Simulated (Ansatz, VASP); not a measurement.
## C: VASP beside Ansatz

```
C
1.0
     2.49731    0.00000    0.00000
     0.00000    3.53172    0.00000
     0.00000    0.00000   18.49730
C
6
Direct
  0.75000 0.09797 0.43956
  0.25000 0.90203 0.43956
  0.25000 0.60988 0.50000
  0.75000 0.39012 0.50000
  0.75000 0.09797 0.56044
  0.25000 0.90203 0.56044
```

Alike in both runs: task single point; functional LDA; k mesh 10 × 7 × 1; occupations fermi-dirac, width 0.02 eV; no spin polarisation.

|  | VASP | Ansatz |
| --- | --- | --- |
| version | VASP 6.6.1 | Ansatz 0.2.0 |
| potentials or method | VASP PAW LDA potentials, release 64 (C_h) | PAW with Ansatz's default frozen-core files, scalar-relativistic |
| plane-wave cutoff (eV) | 910 | 420 |
| valence electrons in the cell | 24 | 24 |

```csv
,VASP,Ansatz,Ansatz less VASP
rms of the force components (eV/Å),0.019,0.002,-0.0176
```

LDA's correlation is that of Perdew and Zunger in VASP and of Perdew and Wang (1992) in Ansatz. Atom by atom the forces differ by 0.018 eV/Å (rms over components). Ansatz's warnings: slab cell height set.

Noted on VASP's run: the cutoff is short for stress, so the pressure is rough.
